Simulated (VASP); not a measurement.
# MnS (Fm-3m) in VASP: further runs, part 2 of 2

VASP 6.6.1.

## Step 3: Single point, revPBE+U, collinear spin, ferromagnetic start

This run uses another cell than the first one, of 17.67 Å³/atom.

INCAR

```
PREC = Accurate
ENCUT = 680
EDIFF = 1E-6
ISMEAR = 1
SIGMA = 0.1
LREAL = False
LASPH = True
NELM = 200
ALGO = Normal
ISIF = 2
LWAVE = False
LCHARG = False
ISPIN = 2
MAGMOM = 4 0
LORBIT = 11
LMAXMIX = 4
LDAU = True
LDAUTYPE = 2
LDAUL = 2 -1
LDAUU = 8 0
LDAUJ = 0 0
LDAUPRINT = 1
GGA = RE
NBANDS = 22
GGA_COMPAT = False
```

KPOINTS

```
regular mesh
0
Gamma
  9 9 9
```

POSCAR

```
MnS
1.0
    0.0000000000      2.6045000000      2.6045000000
    2.6045000000      0.0000000000      2.6045000000
    2.6045000000      2.6045000000      0.0000000000
Mn S
1 1
Direct
    0.0000000000      0.0000000000      0.0000000000
    0.5000000000      0.5000000000      0.5000000000
```

Potentials or basis: VASP PAW PBE potentials, release 64 (Mn_sv, S).

Run with:

```sh
$ cat potpaw_PBE.64/Mn_sv/POTCAR potpaw_PBE.64/S/POTCAR > POTCAR
$ mpirun -np 1 vasp_std > vasp.out
```

Wall time 37 s (1 thread of Intel Xeon 6975P-C (Granite Rapids), shared host); peak memory 0.23 GiB.

It converged, with:

```
Free energy                                           : -11.4121 eV
Pressure                                              : 8.3 GPa
Band gap on the k mesh                                : 1.73 eV (least direct gap 3.42 eV)
Net moment                                            : 5.00 μB per cell
Site moments                                          : Mn +4.67; S +0.05 μB
Valence electrons inside the program's atomic spheres : Mn 12.94; S 3.82
```

Levels at points of the mesh, in eV from the valence-band top:
Spin up:
```
           k point  band 10  band 11  band 12  band 13  band 14  band 15  band 16  band 17
(0.00, 0.00, 0.00)    -6.00    -0.95    -0.95    -0.95     2.59     8.75     8.75     8.75
```
Spin down:
| k point | band 6 | band 7 | band 8 | band 9 | band 10 | band 11 |
| --- | --- | --- | --- | --- | --- | --- |
| (0.00, 0.00, 0.00) | -0.83 | -0.83 | -0.83 | 3.67 | 3.68 | 3.68 |

Eigenvalues of the final occupation matrices:
| site | spin | trace | eigenvalues |
| --- | --- | --- | --- |
| site 1 d | 1 | 4.74 | 0.94 0.94 0.94 0.96 0.96 |
| site 1 d | 2 | 0.10 | 0.01 0.01 0.01 0.04 0.04 |

Caveat: the cell stands under pressure; the PAW data sets were made with another functional, which shifts forces and pressure a little; an odd mesh through Γ misses points on the zone boundary, where band edges can lie; a cell with one magnetic atom can't hold antiferromagnetic order, which such compounds often take.

## Step 4: Single point, LDA+U, collinear spin, ferromagnetic start

This run uses another cell than the first one, of 18.03 Å³/atom.

INCAR

```
SYSTEM = MnS
PREC = Accurate ; ENCUT = 680
EDIFF = 1E-6 ; ISMEAR = -1
SIGMA = 0.05 ; LREAL = .FALSE.
LASPH = .TRUE. ; NELM = 200
ALGO = Normal ; ISIF = 2
LWAVE = .FALSE. ; LCHARG = .FALSE.
ISPIN = 2 ; MAGMOM = 4 0
LORBIT = 11 ; LMAXMIX = 4
LDAU = .TRUE. ; LDAUTYPE = 2
LDAUL = 2 -1 ; LDAUU = 8 0
LDAUJ = 0 0 ; LDAUPRINT = 1
GGA = CA ; NBANDS = 22
GGA_COMPAT = .FALSE.
```

KPOINTS

```
regular mesh
0
G
  9 9 9
  0 0 0
```

POSCAR

```
MnS
1.0
    0.0000000000      2.6223209186      2.6223209186
    2.6223209186      0.0000000000      2.6223209186
    2.6223209186      2.6223209186      0.0000000000
Mn S
1 1
Direct
    0.0000000000      0.0000000000      0.0000000000
    0.5000000000      0.5000000000      0.5000000000
```

Potentials or basis: VASP PAW LDA potentials, release 64 (Mn_sv, S).

Run with:

```sh
$ cat potpaw_LDA.64/Mn_sv/POTCAR potpaw_LDA.64/S/POTCAR > POTCAR
$ mpirun -np 1 vasp_std > vasp.out
```

Run time: 62 s. Hardware: 1 thread of AMD EPYC 7R43 (Zen 3), shared host; peak memory 0.17 GiB.

Results (log left out):

```yaml
Free_energy: -12.5567 eV
Pressure: -2.7 GPa
Band_gap_on_the_k_mesh: 1.47 eV (least direct gap 2.98 eV)
Net_moment: 5.00 μB per cell
Site_moments: Mn +4.63; S +0.06 μB
Valence_electrons_inside_the_program's_atomic_spheres: Mn 12.93; S 3.77
```

Levels at points of the mesh, in eV from the valence-band top:
Spin up:
```
           k point  band 11  band 12  band 13  band 14  band 15  band 16
(0.00, 0.00, 0.00)    -0.95    -0.95    -0.95     2.24     8.67     8.67
```
Spin down:
```tsv
k point	band 5	band 6	band 7	band 8	band 9	band 10	band 11	band 12
(0.00, 0.00, 0.00)	-13.26	-0.74	-0.74	-0.74	3.05	3.27	3.27	3.27
```

Eigenvalues of the final occupation matrices:
| site | spin | trace | eigenvalues |
| --- | --- | --- | --- |
| site 1 d | 1 | 4.71 | 0.94 0.94 0.94 0.95 0.95 |
| site 1 d | 2 | 0.11 | 0.01 0.01 0.01 0.04 0.04 |

Caveat: an odd mesh through Γ misses points on the zone boundary, where band edges can lie; a cell with one magnetic atom can't hold antiferromagnetic order, which such compounds often take.

## Step 5: Single point, r2SCAN+U, collinear spin, ferromagnetic start

This run uses another cell than the first one, of 17.67 Å³/atom.

POSCAR

```
MnS
1.0
    0.0000000000      2.6045000000      2.6045000000
    2.6045000000      0.0000000000      2.6045000000
    2.6045000000      2.6045000000      0.0000000000
Mn S
1 1
Direct
    0.0000000000      0.0000000000      0.0000000000
    0.5000000000      0.5000000000      0.5000000000
```

INCAR.step1

```
PREC = Accurate
ENCUT = 750
ISMEAR = 1
SIGMA = 0.1
LREAL = False
LASPH = True
NELM = 200
ISPIN = 2
MAGMOM = 4 0
LMAXMIX = 4
LDAU = True
LDAUTYPE = 2
LDAUL = 2 -1
LDAUU = 6.2 0
LDAUJ = 0 0
NBANDS = 22
GGA = PE
ALGO = Normal
EDIFF = 1E-5
LWAVE = True
LCHARG = False
GGA_COMPAT = False
```

INCAR.step2

```
PREC = Accurate
ENCUT = 750
EDIFF = 1E-6
ISMEAR = 1
SIGMA = 0.1
LREAL = False
LASPH = True
NELM = 200
ALGO = Normal
ISIF = 2
LWAVE = False
LCHARG = False
ISPIN = 2
MAGMOM = 4 0
LORBIT = 11
LMAXMIX = 4
LDAU = True
LDAUTYPE = 2
LDAUL = 2 -1
LDAUU = 6.2 0
LDAUJ = 0 0
LDAUPRINT = 1
METAGGA = R2SCAN
LMIXTAU = True
NBANDS = 22
ISTART = 1
GGA_COMPAT = False
```

KPOINTS

```
regular mesh
0
Gamma
  9 9 9
```

Potentials or basis: VASP PAW PBE potentials, release 64 (Mn_sv, S).

Run with:

```sh
$ cat potpaw_PBE.64/Mn_sv/POTCAR potpaw_PBE.64/S/POTCAR > POTCAR
$ cp INCAR.step1 INCAR
$ mpirun -np 1 vasp_std > vasp.out
$ cp INCAR.step2 INCAR
$ mpirun -np 1 vasp_std > vasp.out
```

It took 3.8 min on 1 thread of Intel Xeon Platinum 8488C (Sapphire Rapids), shared host; peak memory 0.3 GiB.

It converged, with:

- Free energy: -23.3474 eV
- Pressure: 4.9 GPa
- Band gap on the k mesh: 1.95 eV (least direct gap 3.94 eV)
- Net moment: 5.00 μB per cell
- Site moments: Mn +4.63; S +0.06 μB
- Valence electrons inside the program's atomic spheres: Mn 12.90; S 3.83

Levels at points of the mesh, in eV from the valence-band top:
Spin up:
```csv
k point,band 9,band 10,band 11,band 12,band 13,band 14,band 15,band 16,band 17,band 18
"(0.00, 0.00, 0.00)",-5.67,-5.67,-1.11,-1.11,-1.11,3.02,9.25,9.25,9.25,11.89
```
Spin down:
| k point | band 6 | band 7 | band 8 | band 9 | band 10 | band 11 |
| --- | --- | --- | --- | --- | --- | --- |
| (0.00, 0.00, 0.00) | -0.92 | -0.92 | -0.92 | 3.89 | 3.89 | 3.89 |

Eigenvalues of the final occupation matrices:
```csv
site,spin,trace,eigenvalues
site 1 d,1,4.70,0.93 0.93 0.93 0.95 0.95
site 1 d,2,0.10,0.01 0.01 0.01 0.04 0.04
```

Caveat: the cell stands under pressure; the PAW data sets were made with another functional, which shifts forces and pressure a little; an odd mesh through Γ misses points on the zone boundary, where band edges can lie; a cell with one magnetic atom can't hold antiferromagnetic order, which such compounds often take. The state reached can hang on the start; a lower one may exist.

## Step 6: Overview

| level | potentials or basis | U | cell | cutoff (eV) | smearing | gap on the mesh (eV) | pressure (GPa) | moment (μB) |
| --- | --- | --- | --- | --- | --- | --- | --- | --- |
| revPBE+D4+U | VASP PAW PBE potentials, release 64 (Mn_sv, S) | Mn d U = 3.0 eV | a = 3.732 Å, angles 60.0°, 2 atoms | 680 | fermi-dirac 0.025 eV | 0.53 | -4.2 | 5.00 |
| revPBE+U | VASP PAW PBE potentials, release 64 (Mn_sv, S) | Mn d U = 8.0 eV | a = 3.683 Å, angles 60.0°, 2 atoms | 680 | methfessel-paxton 0.1 eV | 1.73 | 8.3 | 5.00 |
| LDA+U | VASP PAW LDA potentials, release 64 (Mn_sv, S) | Mn d U = 8.0 eV | a = 3.709 Å, angles 60.0°, 2 atoms | 680 | fermi-dirac 0.05 eV | 1.47 | -2.7 | 5.00 |
| r2SCAN+U | VASP PAW PBE potentials, release 64 (Mn_sv, S) | Mn d U = 6.2 eV | a = 3.683 Å, angles 60.0°, 2 atoms | 750 | methfessel-paxton 0.1 eV | 1.95 | 4.9 | 5.00 |

Alike in all rows: task single point; spin collinear, ferromagnetic start; k mesh 9 × 9 × 9.

Caveats: an odd mesh through Γ misses points on the zone boundary, where band edges can lie; a cell with one magnetic atom can't hold antiferromagnetic order, which such compounds often take; the PAW data sets were made with another functional, which shifts forces and pressure a little (at least some runs); the cell stands under pressure (at least some runs); the cell stands under tension (at least some runs).

Absolute energies hang on the potentials; compare differences alone.
